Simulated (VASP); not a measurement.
Crystal: HgTe.

```
CELL_PARAMETERS angstrom
0.00000 3.19776 3.19776
3.19776 0.00000 3.19776
3.19776 3.19776 0.00000
ATOMIC_POSITIONS crystal
Hg 0.00000 0.00000 0.00000
Te 0.25000 0.25000 0.25000
```

This cell differs from its parent crystal: strain -2.8%.

Base run:

| Quantity | Value |
| --- | --- |
| Program | VASP 6.6.1 |
| Functional | PBE |
| Potentials or basis | VASP PAW PBE potentials, release 64 (Hg, Te) |
| Cutoff | 520 eV |
| k mesh | 6 × 6 × 6 |
| Occupations | fermi-dirac, width 0.02 eV |
| Spin | no spin polarisation |

Its results: band gap on the k mesh zero (filled and empty bands touch); pressure 5.6 GPa.

Question: The run is repeated on the same cell with these changes: functional from PBE to r2SCAN; further incar settings from ALGO = Normal; EDIFF = 1e-07; NBANDS = 16 to ALGO = Normal; EDIFF = 1e-06; NBANDS = 16. What comes out?

Answer: Band gap on the k mesh zero (filled and empty bands touch); pressure 4.2 GPa.

Caveats: the cell stands under pressure; semilocal functionals underestimate gaps, and a narrow one can read as zero; spin-orbit coupling is left out, which moves the levels of the heavy elements; the PAW data sets were made with another functional, which shifts forces and pressure a little (at least some runs).
